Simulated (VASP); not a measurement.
# B3N2 (P-3m1) in VASP: further runs

The runs below take B3N2 through single point, relaxation of cell and atoms, with PBE.

Program: VASP 6.6.1. These are calculated values, not measurements. Logs are shortened: lines on timing, memory, paths and dates and some standing lists are left out, and cuts for length are marked.

**1. The cell of the first run**

It takes space group P-3m1 (No. 164, trigonal). Conventional cell: a = 2.898 Å, b = 2.898 Å, c = 4.508 Å, α = 90.00°, β = 90.00°, γ = 120.00°. Within 2.7 Å of B (site symmetry -3m) lie 6 N at 2.00 Å and 6 B at 2.32 Å. Within 2.4 Å of B (site symmetry 3m) lie 4 N at 1.74 to 1.80 Å and 6 B at 2.12 to 2.32 Å. N (site symmetry 3m) has 7 B at 1.74 to 2.00 Å within 2.3 Å.

**2. Single point, PBE**

Contents of INCAR:

```
SYSTEM = B3N2
  PREC = Accurate
  ENCUT = 520
  EDIFF = 1E-6
  ISMEAR = 0
  SIGMA = 0.1
  LREAL = .False.
  LASPH = .True.
  NELM = 100
  ALGO = Normal
  ISIF = 2
  LWAVE = .False.
  LCHARG = .False.
  GGA = PE
  NBANDS = 18
```

Contents of KPOINTS:

```
Automatic mesh
0
Gamma
  6 6 4
  0 0 0
```

Contents of POSCAR:

```
B3N2
1.0
    2.8976530870      0.0000000000      0.0000000000
   -1.4488265435      2.5094411847      0.0000000000
    0.0000000000      0.0000000000      4.5082775187
B N
3 2
Direct
    0.0000000000      0.0000000000      0.0000000000
    0.3333333333      0.6666666667      0.6450000000
    0.6666666667      0.3333333333      0.3550000000
    0.3333333333      0.6666666667      0.2450000000
    0.6666666667      0.3333333333      0.7550000000
```

Potentials or basis: VASP PAW PBE potentials, release 64 (B, N).

Command:

```sh
> cat potpaw_PBE.64/B/POTCAR potpaw_PBE.64/N/POTCAR > POTCAR
> mpirun -np 1 vasp_std > vasp.out
```

OUTCAR:

```text
SYSTEM = B3N2
   PREC = Accurate
   ENCUT = 520
   EDIFF = 1E-6
   ISMEAR = 0
   LREAL = .False.
   LASPH = .True.
   NELM = 100
   ISIF = 2
   GGA = PE

 ion  position               nearest neighbor table
   1  0.000  0.000  0.000-
   2  0.333  0.667  0.645-   5 1.74   5 1.74   5 1.74   4 1.80   3 2.12   3 2.12   3 2.12
   3  0.667  0.333  0.355-   4 1.74   4 1.74   4 1.74   5 1.80   2 2.12   2 2.12   2 2.12
   4  0.333  0.667  0.245-   3 1.74   3 1.74   3 1.74   2 1.80
   5  0.667  0.333  0.755-   2 1.74   2 1.74   2 1.74   3 1.80

  LATTYP: Found a hexagonal cell.
 ALAT       =     2.8976530870
 C/A-ratio  =     1.5558375635

  Lattice vectors:

 A1 = (   2.8976530870,   0.0000000000,   0.0000000000)
 A2 = (  -1.4488265435,   2.5094411847,   0.0000000000)
 A3 = (   0.0000000000,   0.0000000000,   4.5082775187)

Analysis of symmetry for initial positions (statically):
=====================================================================
 Subroutine PRICEL returns:
 Original cell was already a primitive cell.

 Routine SETGRP: Setting up the symmetry group for a
 hexagonal supercell.

 Subroutine GETGRP returns: Found 12 space group operations
 (whereof 12 operations were pure point group operations)
 out of a pool of 24 trial point group operations.

The static configuration has the point symmetry D_3d.

Analysis of symmetry for dynamics (positions and initial velocities):
=====================================================================
 Subroutine PRICEL returns:
 Original cell was already a primitive cell.

 Routine SETGRP: Setting up the symmetry group for a
 hexagonal supercell.

 Subroutine GETGRP returns: Found 12 space group operations
 (whereof 12 operations were pure point group operations)
 out of a pool of 24 trial point group operations.

The dynamic configuration has the point symmetry D_3d.

 Subroutine INISYM returns: Found 12 space group operations
 (whereof 12 operations are pure point group operations),
 and found     1 'primitive' translations

----------------------------------------------------------------------------------------

                                     Primitive cell

  volume of cell :      32.7819

  direct lattice vectors                    reciprocal lattice vectors
     2.897653087  0.000000000  0.000000000     0.345106874  0.199247547  0.000000000
    -1.448826544  2.509441185  0.000000000     0.000000000  0.398495094  0.000000000
     0.000000000  0.000000000  4.508277519     0.000000000  0.000000000  0.221814206

  length of vectors
     2.897653087  2.897653087  4.508277519     0.398495094  0.398495094  0.221814206

  position of ions in fractional coordinates (direct lattice)
     0.000000000  0.000000000  0.000000000
     0.333333333  0.666666667  0.645000000
     0.666666667  0.333333333  0.355000000
     0.333333333  0.666666667  0.245000000
     0.666666667  0.333333333  0.755000000

  ion indices of the primitive-cell ions
   primitive index   ion index
                 1           1
                 2           2
                 3           3
                 4           4
                 5           5

----------------------------------------------------------------------------------------

 KPOINTS: Automatic mesh

Automatic generation of k-mesh.
 Grid dimensions read from file:
 generate k-points for:    6    6    4

 Generating k-lattice:

  Cartesian coordinates                     Fractional coordinates (reciprocal lattice)
     0.057517812  0.033207924  0.000000000     0.166666667 -0.000000000  0.000000000
     0.000000000  0.066415849  0.000000000     0.000000000  0.166666667  0.000000000
     0.000000000  0.000000000  0.055453552     0.000000000  0.000000000  0.250000000

  Length of vectors
     0.066415849  0.066415849  0.055453552

  Shift w.r.t. Gamma in fractional coordinates (k-lattice)
     0.000000000  0.000000000  0.000000000

 Subroutine IBZKPT returns following result:
 ===========================================

 Found     24 irreducible k-points:

 Following reciprocal coordinates:
[... 52 lines left out ...]
      1      -8.6373      2.00000
      2      -8.6373      2.00000
      3      -2.8726      2.00000
      4      -0.7953      2.00000
      5      -0.7953      2.00000
      6       0.6654      2.00000
[... 10 lines left out ...]
     17      15.3570      0.00000
     18      17.5589      0.00000

 k-point     8 :       0.0000    0.0000    0.2500
  band No.  band energies     occupation
      1     -12.1937      2.00000
      2      -9.7776      2.00000
      3      -2.2091      2.00000
      4       3.3481      2.00000
      5       3.3481      2.00000
      6       3.9613      2.00000
[... 10 lines left out ...]
     17      17.2922      0.00000
     18      17.3165      0.00000
[... 229 lines left out ...]
     17      16.4906      0.00000
     18      17.3483      0.00000

 k-point    20 :       0.3333    0.0000    0.5000
  band No.  band energies     occupation
      1     -10.0393      2.00000
      2      -9.3575      2.00000
      3      -2.2905      2.00000
      4      -1.2969      2.00000
      5       1.9222      2.00000
      6       1.9655      2.00000
[... 10 lines left out ...]
     17      16.2211      0.00000
     18      17.6001      0.00000

 k-point    21 :       0.5000    0.0000    0.5000
  band No.  band energies     occupation
      1      -9.0692      2.00000
      2      -8.7313      2.00000
      3      -3.5093      2.00000
      4      -3.1347      2.00000
      5       1.5259      2.00000
      6       2.3146      2.00000
[... 10 lines left out ...]
     17      17.4065      0.00000
     18      19.1032      0.00000

 k-point    22 :       0.1667    0.1667    0.5000
  band No.  band energies     occupation
      1     -10.3857      2.00000
      2      -9.6545      2.00000
      3      -1.3442      2.00000
      4      -0.1533      2.00000
      5       1.0689      2.00000
      6       1.9573      2.00000
[... 10 lines left out ...]
     17      16.5987      0.00000
     18      17.0671      0.00000

 k-point    23 :       0.3333    0.1667    0.5000
  band No.  band energies     occupation
      1      -9.1843      2.00000
      2      -8.7197      2.00000
      3      -2.9475      2.00000
      4      -2.3428      2.00000
      5      -0.0555      2.00000
      6       0.6235      2.00000
[... 10 lines left out ...]
     17      17.2449      0.00000
     18      18.4484      0.00000

 k-point    24 :       0.3333    0.3333    0.5000
  band No.  band energies     occupation
      1      -8.5109      2.00000
      2      -8.5109      2.00000
      3      -2.3470      2.00000
      4      -2.3470      2.00000
      5      -1.8192      2.00000
      6      -1.2520      2.00000
[... 10 lines left out ...]
     17      16.2408      0.00000
     18      18.4465      0.00000

------------------------ aborting loop because EDIFF is reached ----------------------------------------

  FORCE on cell =-STRESS in cart. coord.  units (eV):
  Direction    XX          YY          ZZ          XY          YZ          ZX
  --------------------------------------------------------------------------------------
  -------------------------------------------------------------------------------------
  Total        2.0489118      2.0489118      4.4031207     -0.0000000      0.0000000      0.0000000
  in kB      100.1382038    100.1382038    215.1974496     -0.0000000      0.0000000      0.0000000
  external PRESSURE =     138.4912857 kB  Pullay stress =       0.0000000 kB

 VOLUME and BASIS-vectors are now :
 -----------------------------------------------------------------------------
  energy-cutoff  :      520.00
  volume of cell :       32.78
      direct lattice vectors                 reciprocal lattice vectors
     2.897653087  0.000000000  0.000000000     0.345106874  0.199247547  0.000000000
    -1.448826544  2.509441185  0.000000000     0.000000000  0.398495094  0.000000000
     0.000000000  0.000000000  4.508277519     0.000000000  0.000000000  0.221814206

 POSITION                                       TOTAL-FORCE (eV/Angst)
 -----------------------------------------------------------------------------------
      0.00000      0.00000      0.00000         0.000000     -0.000000      0.000000
     -0.00000      1.67296      2.90784         0.000000      0.000000      0.323572
      1.44883      0.83648      1.60044        -0.000000      0.000000     -0.323572
     -0.00000      1.67296      1.10453        -0.000000      0.000000      2.700665
      1.44883      0.83648      3.40375        -0.000000     -0.000000     -2.700665
 -----------------------------------------------------------------------------------
    total drift:                               -0.000000      0.000000     -0.000000

  FREE ENERGIE OF THE ION-ELECTRON SYSTEM (eV)
  ---------------------------------------------------
  free  energy   TOTEN  =       -27.7183428777 eV

  energy  without entropy=      -27.7121633193  energy(sigma->0) =      -27.71525310
```

Wall time 6.4 s (1 thread of Intel Xeon 6975P-C (Granite Rapids), shared host); peak memory 0.14 GiB.

What came out:

- Free energy: -27.7183 eV
- Pressure: 13.8 GPa
- Largest force: 2.701 eV/Å
- Band gap on the k mesh: zero (an odd number of electrons rules out a gap without spin polarisation)

Forces in eV/Å, atoms in the order of the input:
```
B    0.000  0.000  0.000
B    0.000  0.000  0.324
B    0.000  0.000 -0.324
N    0.000  0.000  2.701
N    0.000  0.000 -2.701
```

Caveat: the k points lie up to 0.42 Å⁻¹ apart, too coarse for converged energies and pressures of a metal; an odd number of electrons without spin polarisation forces a metal; a magnetic or distorted state may lie lower.

**3. Single point, PBE**

This run uses another cell than the first one, of 12.29 Å³/atom.

Contents of INCAR:

```
PREC     = Accurate       # precision mode
ENCUT    = 520            # plane-wave cutoff, eV
EDIFF    = 1E-6           # SCF threshold, eV
ISMEAR   = 0              # smearing method
SIGMA    = 0.1            # smearing width, eV
LREAL    = F              # projectors in reciprocal space
LASPH    = T              # aspherical terms in the spheres
NELM     = 100            # most SCF steps
ALGO     = Normal         # electronic algorithm
ISIF     = 2              # what is computed and relaxed
LWAVE    = F              # write WAVECAR
LCHARG   = F              # write CHGCAR
GGA      = PE             # functional
NBANDS   = 18             # bands
```

Contents of KPOINTS:

```
regular mesh
0
Gamma
  6 6 4
```

Contents of POSCAR:

```
B3N2
1.0
    2.4740485337      0.0000000000      0.0000000000
   -1.2370242669      2.1425888804      0.0000000000
    0.0000000000      0.0000000000     11.5936241640
B N
3 2
Direct
    0.0000000000      0.0000000000      0.0000000000
    0.3333333333      0.6666666667      0.6696686103
    0.6666666667      0.3333333333      0.3303313897
    0.3333333333      0.6666666667      0.3304627388
    0.6666666667      0.3333333333      0.6695372612
```

Potentials or basis: VASP PAW PBE potentials, release 64 (B, N).

Command:

```sh
> cat potpaw_PBE.64/B/POTCAR potpaw_PBE.64/N/POTCAR > POTCAR
> mpirun -np 1 vasp_std > vasp.out
```

Run time: 14 s. Hardware: 1 thread of Intel Xeon 6975P-C (Granite Rapids), shared host; peak memory 0.17 GiB.

Results (log left out):

* Free energy: -38.2490 eV
* Pressure: 0.1 GPa
* Largest force: 0.005 eV/Å
* Band gap on the k mesh: zero (an odd number of electrons rules out a gap without spin polarisation)

Forces in eV/Å, atoms in the order of the input:
```
B    0.000  0.000  0.000
B    0.000  0.000 -0.005
B    0.000  0.000  0.005
N    0.000  0.000 -0.005
N    0.000  0.000  0.005
```

Stress tensor (GPa, compression positive):
```
0.07 0.00 0.00
0.00 0.07 0.00
0.00 0.00 0.17
```

Levels at points of the mesh, in eV from the Fermi level:
```
           k point  band 6  band 7  band 8  band 9  band 10  band 11  band 12  band 13  band 14  band 15
(0.00, 0.00, 0.00)   -2.28   -2.28   -2.28   -2.28    -1.75     4.02     6.93     7.28     8.97     8.97
(0.50, 0.00, 0.00)   -5.17   -2.96   -2.45   -2.00    -1.84     2.78     3.73     4.18     6.21     8.94
(0.00, 0.00, 0.50)   -2.28   -2.28   -2.28   -2.28    -1.79     4.60     5.39     8.57     8.97     8.97
(0.50, 0.00, 0.50)   -5.17   -2.96   -2.45   -2.02    -1.83     2.76     3.89     4.04     6.21     8.66
```

Caveat: the k points lie up to 0.49 Å⁻¹ apart, too coarse for converged energies and pressures of a metal; this functional lacks dispersion, which binds layers or chains, so the pressure and a relaxed spacing across them are unreliable; an odd number of electrons without spin polarisation forces a metal; a magnetic or distorted state may lie lower.

**4. Relaxation of cell and atoms, PBE**

Contents of INCAR:

```
PREC     = Accurate       # precision mode
ENCUT    = 600            # plane-wave cutoff, eV
EDIFF    = 1E-6           # SCF threshold, eV
ISMEAR   = 0              # smearing method
SIGMA    = 0.1            # smearing width, eV
LREAL    = False          # projectors in reciprocal space
LASPH    = True           # aspherical terms in the spheres
NELM     = 100            # most SCF steps
ALGO     = Normal         # electronic algorithm
ISIF     = 3              # what is computed and relaxed
LWAVE    = False          # write WAVECAR
LCHARG   = False          # write CHGCAR
GGA      = PE             # functional
IBRION   = 2              # ionic algorithm
NSW      = 90             # ionic steps
EDIFFG   = -0.04          # ionic threshold
```

KPOINTS is that of step 3.

Contents of POSCAR:

```
B3N2
1.0
    2.8976530870      0.0000000000      0.0000000000
   -1.4488265435      2.5094411847      0.0000000000
    0.0000000000      0.0000000000      4.5082775187
B N
3 2
Direct
    0.0000000000      0.0000000000      0.0000000000
    0.3333333333      0.6666666667      0.6450000000
    0.6666666667      0.3333333333      0.3550000000
    0.3333333333      0.6666666667      0.2450000000
    0.6666666667      0.3333333333      0.7550000000
```

Command:

```sh
> cat potpaw_PBE.64/B/POTCAR potpaw_PBE.64/N/POTCAR > POTCAR
> mpirun -np 1 vasp_std > vasp.out
```

It took 94 s on 1 thread of Intel Xeon 6975P-C (Granite Rapids), shared host; peak memory 0.15 GiB.

The run converged. Its results:

| Quantity | Value |
| --- | --- |
| Free energy | -36.7268 eV |
| Relaxed volume | 7.64 Å³/atom |
| Relaxed cell | a = 2.498 Å, b = 2.498 Å, c = 7.068 Å, α = 90.00°, β = 90.00°, γ = 120.00° |
| Space group after relaxing (to 0.1 Å) | P-3m1 (No. 164) |
| Energy gained by relaxing | 1800.4 meV/atom |
| Ionic steps | 28 |
| Pressure after relaxing | 0.3 GPa |
| Largest force after relaxing | 0.028 eV/Å |
| Band gap on the k mesh | zero (an odd number of electrons rules out a gap without spin polarisation) |

Forces in eV/Å, atoms in the order of the input:
```
B    0.000  0.000  0.000
B    0.000  0.000  0.017
B    0.000  0.000 -0.017
N    0.000  0.000 -0.028
N    0.000  0.000  0.028
```

Stress tensor (GPa, compression positive):
```
 0.53  0.00  0.00
 0.00  0.53  0.00
 0.00  0.00 -0.21
```

The path:
| step | energy change (eV) | largest force (eV/Å) | pressure (GPa) | volume (Å³) |
| --- | --- | --- | --- | --- |
| 1 | 0.0000 | 2.6997 | 13.67 | 32.78 |
| 2 | -0.9796 | 3.0936 | 1.01 | 35.50 |
| 3 | -2.7525 | 0.5486 | -24.27 | 44.49 |
| 4 | -2.7896 | 2.0286 | -19.95 | 41.43 |
| 5 | -2.8690 | 0.9715 | -22.30 | 42.75 |
| 6 | -3.1893 | 0.4014 | -22.58 | 43.08 |
| 7 | -3.3415 | 2.3322 | -21.42 | 43.44 |
| 8 | -3.8865 | 2.5714 | -19.76 | 42.35 |
| 9 | -5.3150 | 3.9592 | -8.09 | 38.96 |
| 10 | -5.8436 | 7.3005 | 72.07 | 31.84 |
| 11 | -6.2770 | 6.1744 | 21.33 | 35.16 |
| 12 | -7.0686 | 4.9529 | 21.92 | 35.07 |
| 13 | -8.0501 | 1.5568 | 37.43 | 34.54 |
| 14 | -8.4439 | 1.5100 | 18.32 | 36.33 |
| 15 | -8.6331 | 1.4986 | -6.52 | 39.43 |
| 16 | -8.6381 | 1.4969 | -3.53 | 39.00 |
| 17 | -8.7038 | 1.3003 | -3.39 | 39.02 |
| 18 | -8.8423 | 0.6623 | -3.01 | 39.07 |
| 19 | -8.8198 | 1.4811 | -3.05 | 39.15 |
| 20 | -8.8845 | 0.8995 | -2.90 | 39.10 |
| 21 | -8.9413 | 0.6283 | -0.68 | 38.64 |
| 22 | -8.9874 | 0.1403 | 5.86 | 37.44 |
| 23 | -8.9907 | 0.1281 | 4.36 | 37.69 |
| 24 | -8.9951 | 0.0816 | -2.63 | 38.39 |
| 25 | -9.0002 | 0.0965 | 0.28 | 38.09 |
| 26 | -9.0016 | 0.0426 | -0.17 | 38.20 |
| 27 | -9.0018 | 0.0487 | -0.40 | 38.26 |
| 28 | -9.0020 | 0.0280 | 0.28 | 38.19 |

Final structure:
```yaml
crystal:
  lattice:
    - [2.49766, 0.00000, 0.00000]
    - [-1.24883, 2.16304, 0.00000]
    - [0.00000, 0.00000, 7.06821]
  atoms:
    - { symbol: B, position: [0.00000, 0.00000, 0.00000] }
    - { symbol: B, position: [0.33333, 0.66667, 0.68744] }
    - { symbol: B, position: [0.66667, 0.33333, 0.31256] }
    - { symbol: N, position: [0.33333, 0.66667, 0.32059] }
    - { symbol: N, position: [0.66667, 0.33333, 0.67941] }
```

Levels at points of the mesh, in eV from the Fermi level:
| k point | band 6 | band 7 | band 8 | band 9 | band 10 | band 11 | band 12 | band 13 |
| --- | --- | --- | --- | --- | --- | --- | --- | --- |
| (0.00, 0.00, 0.00) | -3.52 | -3.52 | -3.35 | -3.35 | 1.83 | 8.39 | 8.39 | 9.82 |
| (0.50, 0.00, 0.00) | -6.14 | -5.00 | -3.49 | -1.75 | -1.35 | 1.35 | 2.94 | 6.50 |
| (0.00, 0.00, 0.50) | -3.52 | -3.52 | -3.35 | -3.35 | 0.46 | 8.46 | 9.29 | 9.29 |
| (0.50, 0.00, 0.50) | -6.15 | -4.09 | -4.02 | -2.79 | -1.39 | 1.56 | 4.88 | 5.26 |

Caveat: the k points lie up to 0.48 Å⁻¹ apart in the final cell, too coarse for converged energies and pressures of a metal; the volume moved by over 15 % at a fixed basis, so the end points are rough; an odd number of electrons without spin polarisation forces a metal; a magnetic or distorted state may lie lower.

**5. The runs side by side**

| task | cell | cutoff (eV) | gap on the mesh (eV) | pressure (GPa) | largest force (eV/Å) |
| --- | --- | --- | --- | --- | --- |
| single point | a = 2.898, b = 2.898, c = 4.508 Å, angles 90.0, 90.0, 120.0°, 5 atoms, atomic positions A | 520 | none | 13.8 | 2.70 |
| single point | a = 2.474, b = 2.474, c = 11.594 Å, angles 90.0, 90.0, 120.0°, 5 atoms, atomic positions B | 520 | none | 0.1 | 0.01 |
| relaxation of cell and atoms | relaxed from a = 2.898, b = 2.898, c = 4.508 Å, angles 90.0, 90.0, 120.0°, 5 atoms, atomic positions A | 600 | none | 0.3 | 0.03 |

Alike in all rows: level PBE; potentials or basis VASP PAW PBE potentials, release 64 (B, N); no spin polarisation; k mesh 6 × 6 × 4; smearing gaussian 0.1 eV.

Caveats: all runs use coarse meshes; an odd number of electrons without spin polarisation forces a metal; a magnetic or distorted state may lie lower; this functional lacks dispersion, which binds layers or chains, so the pressure and a relaxed spacing across them are unreliable (at least some runs); the volume moved by over 15 % at a fixed basis, so the end points are rough (at least some runs).

Total energies depend on the potentials used, so only differences within one code and one set of settings carry meaning.
